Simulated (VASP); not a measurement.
# BaO (gw) (Fm-3m) in VASP: a series of runs

The runs below take BaO (gw) through single point, with PBEsol.

Everything below comes from runs of VASP 6.6.1. Logs are shortened: lines on timing, memory, paths and dates and some standing lists are left out, and cuts for length are marked.

## 1. The cell of the first run

The structure is cubic, space group Fm-3m (No. 225). Conventional cell: a = 5.490 Å, b = 5.490 Å, c = 5.490 Å, α = 90.00°, β = 90.00°, γ = 90.00°. Ba (site symmetry m-3m) has 6 O at 2.74 Å within 3.6 Å. Within 3.6 Å of O (site symmetry m-3m) lie 6 Ba at 2.74 Å.

## 2. Single point, PBEsol

INCAR

```
PREC = Accurate ; ENCUT = 600
EDIFF = 1E-6 ; ISMEAR = 0
SIGMA = 0.01 ; LREAL = False
LASPH = True ; NELM = 120
ALGO = Normal ; ISIF = 2
LWAVE = False ; LCHARG = False
GGA = PS ; NBANDS = 15
GGA_COMPAT = False
```

KPOINTS

```
regular mesh
0
Gamma
  4 4 4
```

POSCAR

```
BaO
1.0
    0.0000000000      2.7449382241      2.7449382241
    2.7449382241      0.0000000000      2.7449382241
    2.7449382241      2.7449382241      0.0000000000
Ba O
1 1
Direct
    0.0000000000      0.0000000000      0.0000000000
    0.5000000000      0.5000000000      0.5000000000
```

Potentials or basis: VASP PAW PBE potentials, release 64 (Ba_sv, O).

Started as:

```bash
$ cat potpaw_PBE.64/Ba_sv/POTCAR potpaw_PBE.64/O/POTCAR > POTCAR
$ mpirun -np 1 vasp_std > vasp.out
```

OUTCAR:

```text
PREC = Accurate
   ENCUT = 600
   EDIFF = 1E-6
   ISMEAR = 0
   LREAL = False
   LASPH = True
   NELM = 120
   ISIF = 2
   GGA = PS

 ion  position               nearest neighbor table
   1  0.000  0.000  0.000-   2 2.74   2 2.74   2 2.74   2 2.74   2 2.74   2 2.74
   2  0.500  0.500  0.500-   1 2.74   1 2.74   1 2.74   1 2.74   1 2.74   1 2.74

  LATTYP: Found a face centered cubic cell.
 ALAT       =     5.4898764482

  Lattice vectors:

 A1 = (   0.0000000000,   2.7449382241,   2.7449382241)
 A2 = (   2.7449382241,   0.0000000000,   2.7449382241)
 A3 = (   2.7449382241,   2.7449382241,   0.0000000000)

Analysis of symmetry for initial positions (statically):
=====================================================================
 Subroutine PRICEL returns:
 Original cell was already a primitive cell.

 Routine SETGRP: Setting up the symmetry group for a
 face centered cubic supercell.

 Subroutine GETGRP returns: Found 48 space group operations
 (whereof 48 operations were pure point group operations)
 out of a pool of 48 trial point group operations.

The static configuration has the point symmetry O_h .

Analysis of symmetry for dynamics (positions and initial velocities):
=====================================================================
 Subroutine PRICEL returns:
 Original cell was already a primitive cell.

 Routine SETGRP: Setting up the symmetry group for a
 face centered cubic supercell.

 Subroutine GETGRP returns: Found 48 space group operations
 (whereof 48 operations were pure point group operations)
 out of a pool of 48 trial point group operations.

The dynamic configuration has the point symmetry O_h .

 Subroutine INISYM returns: Found 48 space group operations
 (whereof 48 operations are pure point group operations),
 and found     1 'primitive' translations

----------------------------------------------------------------------------------------

                                     Primitive cell

  volume of cell :      41.3645

  direct lattice vectors                    reciprocal lattice vectors
     0.000000000  2.744938224  2.744938224    -0.182153462  0.182153462  0.182153462
     2.744938224  0.000000000  2.744938224     0.182153462 -0.182153462  0.182153462
     2.744938224  2.744938224  0.000000000     0.182153462  0.182153462 -0.182153462

  length of vectors
     3.881928864  3.881928864  3.881928864     0.315499051  0.315499051  0.315499051

  position of ions in fractional coordinates (direct lattice)
     0.000000000  0.000000000  0.000000000
     0.500000000  0.500000000  0.500000000

  ion indices of the primitive-cell ions
   primitive index   ion index
                 1           1
                 2           2

[... 70 lines left out ...]
   EFERMI_NEDOS =   21; number of points for ismear=-14 and -15
   IALGO  =     38    algorithm
   IMIX   =      4    mixing-type and parameters
     AMIX     =   0.40;   BMIX     =  1.00
     AMIX_MAG =   1.60;   BMIX_MAG =  1.00
  volume/ion in A,a.u.               =      20.68       139.57
  Fermi-wavevector in a.u.,A,eV,Ry     =   1.192813  2.254089 19.358398  1.422802
  Thomas-Fermi vector in A             =   2.328842
   LORBIT       =      0    0 simple, 1 ext, 2 COOP (PROOUT), +10 PAW based schemes
   GGA     = PS    functional components
   LHFCALC =     F    Hartree Fock is set to
   AEXX    =    0.0000 exact exchange contribution
   IVDW    =     0    specifies the selected vdW correction
   LEPSILON=     F    determine dielectric tensor
   LRPA    =     F    only Hartree local field effects (RPA)
 non-spin polarized calculation
 Gauss-broadening in eV      SIGMA  =   0.01
  energy-cutoff  :      600.00
  volume of cell :       41.36
 maximum number of plane-waves:      1411
 NGX is ok and might be reduce to    32
   NGX = 15   NGY = 15   NGZ = 15

 number of electron      15.9999997 magnetization

 Free energy of the ion-electron system (eV)
  ---------------------------------------------------
  ext. energy  EPLUGINS =         0.00000000
  ---------------------------------------------------
  free energy    TOTEN  =       -12.39075258 eV

  energy without entropy =      -12.39075258  energy(sigma->0) =      -12.39075258

 E-fermi :   1.9799     XC(G=0):  -9.9781

 val. band max:        1.9060965199   @ k =   0.5000   0.5000   0.0000
 cond. band min:       3.6682062363   @ k =   0.5000   0.5000   0.0000
 fundamental gap:      1.7621097164
 Fermi energy:         1.9799308411

 k-point     1 :       0.0000    0.0000    0.0000
  band No.  band energies     occupation
      1     -23.9550      2.00000
      2     -13.1052      2.00000
      3      -8.3889      2.00000
      4      -8.3889      2.00000
      5      -8.3889      2.00000
      6       1.4796      2.00000
      7       1.4796      2.00000
      8       1.4796      2.00000
      9       5.3752      0.00000
     10       6.5088      0.00000
     11       6.5088      0.00000
     12       6.5088      0.00000
     13       8.8655      0.00000
     14       8.8655      0.00000
[... 113 lines left out ...]
      2     -13.5302      2.00000
      3      -9.5660      2.00000
      4      -9.5660      2.00000
      5      -8.4576      2.00000
      6       0.4373      2.00000
      7       1.6744      2.00000
      8       1.6744      2.00000
      9       6.4140      0.00000
     10       6.4140      0.00000
     11       8.8267      0.00000
     12      11.8436      0.00000
     13      11.8713      0.00000
     14      13.8253      0.00000
     15      15.2821      0.00000

------------------------ aborting loop because EDIFF is reached ----------------------------------------

  FORCE on cell =-STRESS in cart. coord.  units (eV):
  Direction    XX          YY          ZZ          XY          YZ          ZX
  --------------------------------------------------------------------------------------
  -------------------------------------------------------------------------------------
  Total        0.4894747      0.4894747      0.4894747      0.0000000      0.0000000      0.0000000
  in kB       18.9589007     18.9589007     18.9589007      0.0000000      0.0000000      0.0000000
  external PRESSURE =      18.9589007 kB  Pullay stress =       0.0000000 kB

 VOLUME and BASIS-vectors are now :
 -----------------------------------------------------------------------------
  energy-cutoff  :      600.00
  volume of cell :       41.36
      direct lattice vectors                 reciprocal lattice vectors
     0.000000000  2.744938224  2.744938224    -0.182153462  0.182153462  0.182153462
     2.744938224  0.000000000  2.744938224     0.182153462 -0.182153462  0.182153462
     2.744938224  2.744938224  0.000000000     0.182153462  0.182153462 -0.182153462

 POSITION                                       TOTAL-FORCE (eV/Angst)
 -----------------------------------------------------------------------------------
      0.00000      0.00000      0.00000        -0.000000      0.000000      0.000000
      2.74494      2.74494      2.74494         0.000000     -0.000000      0.000000
 -----------------------------------------------------------------------------------
    total drift:                                0.000000     -0.000000      0.000000

  FREE ENERGIE OF THE ION-ELECTRON SYSTEM (eV)
  ---------------------------------------------------
  free  energy   TOTEN  =       -12.3907525794 eV

  energy  without entropy=      -12.3907525794  energy(sigma->0) =      -12.39075258
```

Run time: 6.2 s. Hardware: 1 thread of AMD EPYC 7R13 (Zen 3), shared host; peak memory 0.14 GiB.

What came out:

```
Free energy            : -12.3908 eV
Pressure               : 1.9 GPa
Band gap on the k mesh : 1.76 eV, direct
```

Caveat: the k points lie up to 0.50 Å⁻¹ apart; the PAW data sets were made with another functional, which shifts forces and pressure a little; spin-orbit coupling is left out, which moves the levels of the heavy elements. Expect the measured gap to be larger: semilocal functionals such as PBEsol lack the derivative discontinuity.

## 3. Single point, PBEsol

INCAR

```
SYSTEM = BaO
  ALGO = Normal
  EDIFF = 1E-6
  ENCUT = 600
  GGA = PS
  GGA_COMPAT = .False.
  ISIF = 2
  ISMEAR = 0
  LASPH = .True.
  LCHARG = .False.
  LREAL = .False.
  LWAVE = .False.
  NBANDS = 15
  NELM = 120
  PREC = Accurate
  SIGMA = 0.01
```

KPOINTS

```
k-points
0
Gamma
  4 4 4
  0 0 0
```

POSCAR is that of step 2.

Potentials or basis: VASP PAW PBE potentials, release 64 (Ba_sv, O).

Started as:

```bash
$ cat potpaw_PBE.64/Ba_sv/POTCAR potpaw_PBE.64/O/POTCAR > POTCAR
$ mpirun -np 1 vasp_std > vasp.out
```

Run time: 6.5 s. Hardware: 1 thread of AMD EPYC 7R13 (Zen 3), shared host; peak memory 0.14 GiB.

Results (log left out):

```
Free energy            : -12.3908 eV
Pressure               : 1.9 GPa
Band gap on the k mesh : 1.76 eV, direct
```

Levels at points of the mesh, in eV from the valence-band top:
```
           k point  band 5  band 6  band 7  band 8  band 9  band 10  band 11  band 12
(0.00, 0.00, 0.00)  -10.29   -0.43   -0.43   -0.43    3.47     4.60     4.60     4.60
(0.50, 0.00, 0.00)  -10.42   -2.17   -1.63   -1.63    4.88     7.21     7.21     8.14
(0.50, 0.50, 0.00)  -10.94   -0.20   -0.20    0.00    1.76     6.02     9.01     9.37
```

Caveat: the k points lie up to 0.50 Å⁻¹ apart; the PAW data sets were made with another functional, which shifts forces and pressure a little; spin-orbit coupling is left out, which moves the levels of the heavy elements. A k mesh can miss the band edges.
